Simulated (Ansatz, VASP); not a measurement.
Two plane-wave programs on ZnS

File INCAR:

```
SYSTEM = ZnS
PREC = Accurate ; ENCUT = 520
EDIFF = 1E-6 ; ISMEAR = 0
SIGMA = 0.02 ; LREAL = .FALSE.
LASPH = .TRUE. ; NELM = 100
ALGO = Normal ; ISIF = 2
LWAVE = .FALSE. ; LCHARG = .TRUE.
GGA = PE ; LELF = .TRUE.
LVHAR = .TRUE. ; NBANDS = 26
```

The input KPOINTS:

```
Automatic mesh
0
G
  8 8 6
  0 0 0
```

POSCAR

```
ZnS
1.0
    2.7025671467      2.7025671467      0.0000000000
   -2.7025671467      2.7025671467      0.0000000000
    0.0000000000      0.0000000000      5.5511549192
Zn S
2 2
Direct
    0.0000000000      0.0000000000      0.0000000000
    0.5000000000      0.5000000000      0.5000000000
    0.5000000000      0.0000000000      0.7500000000
    0.0000000000      0.5000000000      0.2500000000
```

Input for Ansatz:

```yaml
crystal:
  lattice:
    - [2.7025671467, 2.7025671467, 0.0]
    - [-2.7025671467, 2.7025671467, 0.0]
    - [0.0, 0.0, 5.5511549192]
  atoms:
    - { symbol: Zn, position: [0.0, 0.0, 0.0] }
    - { symbol: Zn, position: [0.5, 0.5, 0.5] }
    - { symbol: S, position: [0.5, 0.0, 0.75] }
    - { symbol: S, position: [0.0, 0.5, 0.25] }
basis:
  ecutwfc: 420
kpoints:
  mp_grid: { grid: [8, 8, 6] }
  band_path: { path: [VBM, CBM], npoints: 2 }
hamiltonian:
  xc: pbe
scf:
  occupations: { method: gaussian, width: 0.02 }
output:
  forces: true
  stress: true
  eigenvalues: true
checkpoint:
  read: start.run
  write: ck
  compress: false
  write_wavefunctions: false
  write_every: 100000
```

Alike in both runs: task single point; functional PBE; k mesh 8 × 8 × 6; occupations gaussian, width 0.02 eV; no spin polarisation.

```csv
,VASP,Ansatz
version,VASP 6.6.1,Ansatz 0.2.0
potentials or method,"VASP PAW PBE potentials, release 64 (Zn, S), cutoff 520 eV","scalar-relativistic, plane waves, PAW"
valence electrons in the cell,36,36
```

VASP gave:

| Quantity | Value |
| --- | --- |
| gap on the k mesh at the Fermi level (eV) | 1.96 |
| least direct gap on the mesh (eV) | 1.96 |
| pressure (GPa) | -0.2 |
| traceless stress, the component that is largest in VASP (GPa) | -0.76 |

Question: Which values does Ansatz return?

Answer: gap on the k mesh at the Fermi level (eV): 1.96; least direct gap on the mesh (eV): 1.96; pressure (GPa): -0.4; traceless stress, the component that is largest in VASP (GPa): -0.77.
